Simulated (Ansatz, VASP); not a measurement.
**Zr3P2: VASP beside Ansatz**

```xyz
10
Lattice="7.0457 0.0000 0.0000 0.0000 7.0457 0.0000 0.0000 0.0000 3.6060" Properties=species:S:1:pos:R:3 pbc="T T T"
Zr    0.0000    0.0000    0.0000
Zr    3.5228    3.5228    0.0000
Zr    1.1149    4.6377    1.8030
Zr    2.4080    1.1149    1.8030
Zr    5.9308    2.4080    1.8030
Zr    4.6377    5.9308    1.8030
P     4.5074    0.9845    0.0000
P     6.0611    4.5074    0.0000
P     2.5383    6.0611    0.0000
P     0.9845    2.5383    0.0000
```

Change from the starting cell: species swapped into the Y3Au2 type (P4/mbm, No. 127).

Alike in both runs: functional PBE; k mesh 2 × 2 × 6; occupations gaussian, width 0.1 eV; no spin polarisation.

Ansatz relaxed the structure, and its values are those at the end. VASP's run is a single point on that final structure, the one shown.

|  | VASP | Ansatz |
| --- | --- | --- |
| version | VASP 6.6.1 | Ansatz 0.2.0 |
| potentials or method | VASP PAW PBE potentials, release 64 (Zr_sv, P), cutoff 520 eV | scalar-relativistic, plane waves, PAW |
| valence electrons in the cell | 92 | 92 |

Ansatz gave:

```
gap on the k mesh at the Fermi level (eV) : none
pressure (GPa)                            : 0.2
rms of the force components (eV/Å)        : 0.026
```

**Question.** Which values does VASP return?

**Answer.** gap on the k mesh at the Fermi level (eV): none; pressure (GPa): 0.3; rms of the force components (eV/Å): 0.024.

A gap of «none» marks a metal or a gap that the smearing closes.

The k mesh is coarse, so the values compare programs but aren't converged.
